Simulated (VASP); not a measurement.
# WC in VASP: a series of runs, part 2 of 2

VASP 6.6.1. Earlier steps stand in the parts before.

## Step 4: Single point, PBEsol

Input file INCAR:

```
PREC     = Accurate       # precision mode
ENCUT    = 520            # plane-wave cutoff, eV
EDIFF    = 1E-6           # SCF threshold, eV
ISMEAR   = -1             # smearing method
SIGMA    = 0.1            # smearing width, eV
LREAL    = Auto         
LASPH    = True           # aspherical terms in the spheres
NELM     = 100            # most SCF steps
ALGO     = Normal         # electronic algorithm
ISIF     = 2              # what is computed and relaxed
LWAVE    = False          # write WAVECAR
LCHARG   = False          # write CHGCAR
GGA      = PS             # functional
NBANDS   = 86             # bands
```

Input file KPOINTS:

```
Automatic mesh
0
Gamma
  3 3 1
```

Input file POSCAR:

```
WC
1.0
    5.8014000000      0.0000000000      0.0000000000
   -2.9007000000      5.0241600000      0.0000000000
    0.0000000000      0.0000000000     15.2518850000
W C
8 8
Direct
    0.0000000000      0.0000000000      0.0655656661
   -0.0018790347      0.0066876851      0.2516934792
   -0.0000066282      0.5000039808      0.0655656661
    0.0047276481      0.4964411961      0.2514508862
    0.5000000000      0.0000000000      0.0655656661
    0.5155330449      0.0134151779      0.2513590943
    0.5000106090      0.5000039808      0.0655656661
    0.5167512164      0.5160066558      0.2531424804
    0.3327067266      0.1663959747      0.1509583897
    0.3062742485      0.1595888666      0.3279856883
    0.3345031792      0.6569058310      0.1518500828
    0.3408518873      0.6733264864      0.3232584038
    0.8360058488      0.1686849145      0.1481652924
    0.8434261089      0.1784576924      0.3232387341
    0.8387695273      0.6787801344      0.1508993806
    0.8531726970      0.6773868667      0.3279988015
```

Potentials or basis: VASP PAW PBE potentials, release 64 (W_sv, C).

Started as:

```sh
cat potpaw_PBE.64/W_sv/POTCAR potpaw_PBE.64/C/POTCAR > POTCAR
mpirun -np 1 vasp_std > vasp.out
```

OUTCAR:

```text
PREC = Accurate
   ENCUT = 520
   EDIFF = 1E-6
   ISMEAR = -1
   LREAL = Auto
   LASPH = True
   NELM = 100
   ISIF = 2
   GGA = PS

 ion  position               nearest neighbor table
   1  0.000  0.000  0.066-  15 2.07  13 2.09   9 2.12   2 2.84   3 2.90   7 2.90   5 2.90   5 2.90
                             7 2.90   3 2.90
   2  0.998  0.007  0.252-  10 1.94  14 1.97  16 2.03  15 2.25  13 2.27   9 2.28   6 2.82   8 2.82
                             4 2.82   1 2.84   4 2.98   8 2.98   6 2.98
   3  1.000  0.500  0.066-  13 2.09  11 2.14  15 2.15   4 2.84   7 2.90   1 2.90   5 2.90   5 2.90
                             1 2.90   7 2.90
   4  0.005  0.496  0.251-  14 1.94  12 2.01  16 2.04  11 2.25  13 2.28  15 2.33   6 2.82   2 2.82
                             3 2.84   8 2.89   8 2.92   2 2.98   6 2.98
   5  0.500  0.000  0.066-  13 2.11   9 2.12  11 2.17   6 2.83   3 2.90   7 2.90   1 2.90   1 2.90
                             7 2.90   3 2.90
   6  0.516  0.013  0.251-  14 1.98  12 2.03  10 2.14  13 2.25   9 2.28  11 2.35   2 2.82   4 2.82
                             5 2.83   8 2.89   8 2.91   4 2.98   2 2.98
   7  0.500  0.500  0.066-  11 2.09   9 2.12  15 2.14   8 2.86   3 2.90   1 2.90   5 2.90   5 2.90
                             1 2.90   3 2.90
   8  0.517  0.516  0.253-  12 1.99  16 2.04  10 2.13  11 2.24  15 2.25   9 2.35   2 2.82   7 2.86
                             6 2.89   4 2.89   6 2.91   4 2.92   2 2.98
   9  0.333  0.166  0.151-   1 2.12   7 2.12   5 2.12   2 2.28   6 2.28   8 2.35
  10  0.306  0.160  0.328-   2 1.94   8 2.13   6 2.14
  11  0.335  0.657  0.152-   7 2.09   3 2.14   5 2.17   8 2.24   4 2.25   6 2.35
  12  0.341  0.673  0.323-   8 1.99   4 2.01   6 2.03
  13  0.836  0.169  0.148-   3 2.09   1 2.09   5 2.11   6 2.25   2 2.27   4 2.28
  14  0.843  0.178  0.323-   4 1.94   2 1.97   6 1.98
  15  0.839  0.679  0.151-   1 2.07   7 2.14   3 2.15   8 2.25   2 2.25   4 2.33
  16  0.853  0.677  0.328-   2 2.03   4 2.04   8 2.04

  LATTYP: Found a hexagonal cell.
 ALAT       =     5.8014000000
 C/A-ratio  =     2.6290007584

  Lattice vectors:

 A1 = (   5.8014000000,   0.0000000000,   0.0000000000)
 A2 = (  -2.9007000000,   5.0241600000,   0.0000000000)
 A3 = (   0.0000000000,   0.0000000000,  15.2518850000)

[... 161 lines left out ...]
   AEXX    =    0.0000 exact exchange contribution
   IVDW    =     0    specifies the selected vdW correction
   LEPSILON=     F    determine dielectric tensor
   LRPA    =     F    only Hartree local field effects (RPA)
 non-spin polarized calculation
  energy-cutoff  :      520.00
  volume of cell :      444.55
 maximum number of plane-waves:     11985
 NGX is ok and might be reduce to    48
   NGX = 21   NGY = 21   NGZ = 57

 number of electron     144.0000001 magnetization

 Free energy of the ion-electron system (eV)
  ---------------------------------------------------
  ext. energy  EPLUGINS =         0.00000000
  ---------------------------------------------------
  free energy    TOTEN  =      -172.08743445 eV

  energy without entropy =     -171.94758287  energy(sigma->0) =     -172.01750866

 E-fermi :   0.7969     XC(G=0):  -6.4510

 val. band max:        0.4101483543   @ k =   0.3333   0.3333   0.0000
 cond. band min:       0.8763822917   @ k =   0.0000   0.0000   0.0000
 fundamental gap:      0.4662339374
 Fermi energy:         0.7968542300

 k-point     1 :       0.0000    0.0000    0.0000
  band No.  band energies     occupation
      1     -73.3046      2.00000
      2     -73.2513      2.00000
      3     -73.2145      2.00000
      4     -73.2035      2.00000
      5     -73.1530      2.00000
      6     -73.1472      2.00000
[... 424 lines left out ...]
     83       3.0589      0.00000
     84       3.1840      0.00000
 [bands above 84 left out]

------------------------ aborting loop because EDIFF is reached ----------------------------------------

  FORCE on cell =-STRESS in cart. coord.  units (eV):
  Direction    XX          YY          ZZ          XY          YZ          ZX
  --------------------------------------------------------------------------------------
  -------------------------------------------------------------------------------------
  Total        2.3552974      2.4519293     -0.6908071      0.4454802     -0.9141129      0.0577845
  in kB        8.4886093      8.8368755     -2.4897033      1.6055329     -3.2945084      0.2082582
  external PRESSURE =       4.9452605 kB  Pullay stress =       0.0000000 kB

 VOLUME and BASIS-vectors are now :
 -----------------------------------------------------------------------------
  energy-cutoff  :      520.00
  volume of cell :      444.55
      direct lattice vectors                 reciprocal lattice vectors
     5.801400000  0.000000000  0.000000000     0.172372186  0.099519124  0.000000000
    -2.900700000  5.024160000  0.000000000     0.000000000  0.199038247  0.000000000
     0.000000000  0.000000000 15.251885000     0.000000000  0.000000000  0.065565666

 POSITION                                       TOTAL-FORCE (eV/Angst)
 -----------------------------------------------------------------------------------
      0.00000      0.00000      1.00000         0.237222      0.141198     -0.464114
      5.77110      0.03360      3.83880         1.506700     -0.760113     -0.226065
      4.35100      2.51210      1.00000         0.122647      0.373921     -0.109810
     -1.41260      2.49420      3.83510        -0.444553      2.388860      0.043527
      2.90070      0.00000      1.00000        -0.155412     -0.114270     -0.074914
      2.95190      0.06740      3.83370        -2.335912     -1.003403      0.582036
[... 8 lines left out ...]
      2.89710      3.41030      2.30150         0.102784     -0.925712      0.076413
      2.98470      3.40330      5.00260        -0.437373     -0.410904     -0.983374
 -----------------------------------------------------------------------------------
    total drift:                                0.000212      0.000184     -0.007285

  FREE ENERGIE OF THE ION-ELECTRON SYSTEM (eV)
  ---------------------------------------------------
  free  energy   TOTEN  =      -172.0874344532 eV

  energy  without entropy=     -171.9475828684  energy(sigma->0) =     -172.01750866
```

OSZICAR:

```text
N       E                     dE             d eps       ncg     rms          rms(c)
DAV:   1     0.170902269725E+04    0.17090E+04   -0.84991E+04  1044   0.160E+03
DAV:   2    -0.839182743375E+02   -0.17929E+04   -0.17516E+04   986   0.488E+02
DAV:   3    -0.191876635635E+03   -0.10796E+03   -0.10386E+03  1072   0.116E+02
DAV:   4    -0.196664660510E+03   -0.47880E+01   -0.47178E+01  1048   0.235E+01
[... 19 lines left out ...]
DAV:  24    -0.172087415398E+03   -0.48872E-04   -0.23500E-06   630   0.666E-03    0.192E-03
DAV:  25    -0.172087428821E+03   -0.13423E-04   -0.90737E-07   614   0.362E-03    0.871E-04
DAV:  26    -0.172087432974E+03   -0.41533E-05   -0.27979E-07   584   0.189E-03    0.565E-04
DAV:  27    -0.172087434255E+03   -0.12807E-05   -0.93562E-08   550   0.109E-03    0.215E-04
DAV:  28    -0.172087434453E+03   -0.19849E-06   -0.31028E-08   490   0.600E-04
   1 F= -.17208743E+03 E0= -.17201751E+03  d E =-.139852E+00
```

Run time: 5.8 min. Hardware: 1 thread of Intel Xeon Platinum 8559C (Emerald Rapids), shared host; peak memory 0.61 GiB.

Results:

```yaml
Free_energy: -172.0874 eV
Largest_force: 2.738 eV/Å
Band_gap_on_the_k_mesh: zero (bands 72 and 73 overlap by 0.70 eV)
```

Forces in eV/Å, atoms in the order of the input:
```
W    0.237  0.141 -0.464
W    1.507 -0.760 -0.226
W    0.123  0.374 -0.110
W   -0.445  2.389  0.044
W   -0.155 -0.114 -0.075
W   -2.336 -1.003  0.582
W    0.250  0.014 -0.079
W   -0.394 -2.024  0.400
C    0.381  0.360  0.442
C    2.244  1.133 -1.083
C   -0.185  0.917  0.039
C   -0.135  0.416  0.039
C   -0.257 -0.039  0.337
C   -0.502 -0.467  1.062
C    0.103 -0.926  0.076
C   -0.437 -0.411 -0.983
```

Levels at points of the mesh, in eV from the Fermi level:
```csv
k point,band 70,band 71,band 72,band 73,band 74,band 75
"(0.00, 0.00, 0.00)",0.14,0.29,0.31,0.35,1.04,1.14
```

Caveat: the k points lie up to 0.42 Å⁻¹ apart, too coarse for converged energies and pressures of a metal; the PAW data sets were made with another functional, which shifts forces and pressure a little; spin-orbit coupling is left out, which moves the levels of the heavy elements.

## Step 5: Single point, PBEsol

Input file INCAR:

```
SYSTEM = WC
PREC = Accurate
ENCUT = 520
EDIFF = 1E-7
ISMEAR = -1
SIGMA = 0.1
LREAL = Auto
LASPH = .TRUE.
NELM = 100
ALGO = Normal
ISIF = 2
LWAVE = .FALSE.
LCHARG = .FALSE.
GGA = PS
NBANDS = 86
```

Input file KPOINTS:

```
regular mesh
0
G
  3 3 1
  0 0 0
```

Input file POSCAR:

```
WC
1.0
    5.8014000000      0.0000000000      0.0000000000
   -2.9007000000      5.0241600000      0.0000000000
    0.0000000000      0.0000000000     15.2518850000
W C
8 8
Direct
    0.0000000000      0.0000000000      0.0655656661
    0.0039943783      0.0053342250      0.2630953485
   -0.0000066282      0.5000039808      0.0655656661
    0.0236962191      0.5027308048      0.2564142072
    0.5000000000      0.0000000000      0.0655656661
    0.5127897871      0.0047570141      0.2486643454
    0.5000106090      0.5000039808      0.0655656661
    0.5210730747      0.5069305118      0.2532080461
    0.3428561049      0.1609423267      0.1566363764
    0.3383944103      0.1773231744      0.3322343435
    0.3470590572      0.6530245852      0.1507420230
    0.3508560962      0.6750979268      0.3210029449
    0.8053997932      0.1470494570      0.1511550867
    0.8557915364      0.1830554759      0.3305034099
    0.8587685915      0.6713759116      0.1451558283
    0.8414671934      0.6502181459      0.3269169680
```

Started as:

```sh
cat potpaw_PBE.64/W_sv/POTCAR potpaw_PBE.64/C/POTCAR > POTCAR
mpirun -np 1 vasp_std > vasp.out
```

It took 6.8 min on 1 thread of Intel Xeon Platinum 8559C (Emerald Rapids), shared host; peak memory 0.6 GiB.

Results (log left out):

| Property | Result |
| --- | --- |
| Free energy | -171.4075 eV |
| Largest force | 2.985 eV/Å |
| Band gap on the k mesh | zero (bands 72 and 73 overlap by 0.70 eV) |

Forces on the atoms (eV/Å):
```
W    0.331  0.308  0.994
W    1.718 -0.963 -2.169
W    1.100 -0.738 -0.009
W   -2.274 -0.333 -1.905
W   -0.269 -0.426 -0.646
W   -0.573  0.504  2.410
W    0.972 -0.628 -0.089
W   -0.035 -1.304 -0.409
C   -1.030  0.463 -0.711
C    0.913 -0.014 -1.136
C   -1.340  0.868  0.245
C    0.544  0.321  1.440
C    2.558  1.496 -0.026
C   -0.951 -0.518  0.087
C   -1.684 -0.216  1.618
C    0.021  1.181  0.302
```

Levels at points of the mesh, in eV from the Fermi level:
```
           k point  band 69  band 70  band 71  band 72  band 73  band 74  band 75  band 76
(0.00, 0.00, 0.00)     0.03     0.17     0.34     0.35     0.40     0.92     1.25     1.31
```

Caveat: the k points lie up to 0.42 Å⁻¹ apart, too coarse for converged energies and pressures of a metal; the atoms stand as in a frame of molecular dynamics; the PAW data sets were made with another functional, which shifts forces and pressure a little; spin-orbit coupling is left out, which moves the levels of the heavy elements.

## Step 6: Overview

```tsv
cell	gap on the mesh (eV)	largest force (eV/Å)
as given, atomic positions A	none	0.10
as given, atomic positions B	none	2.38
as given, atomic positions C	none	2.74
as given, atomic positions D	none	2.98
```

Alike in all rows: task single point; level PBEsol; potentials or basis VASP PAW PBE potentials, release 64 (W_sv, C); no spin polarisation; k mesh 3 × 3 × 1; cutoff (eV) 520; smearing fermi-dirac 0.1 eV.

Caveats: all runs use coarse meshes; the PAW data sets were made with another functional, which shifts forces and pressure a little; spin-orbit coupling is left out, which moves the levels of the heavy elements; the atoms stand as in a frame of molecular dynamics (at least some runs).

Absolute energies hang on the potentials; compare differences alone.
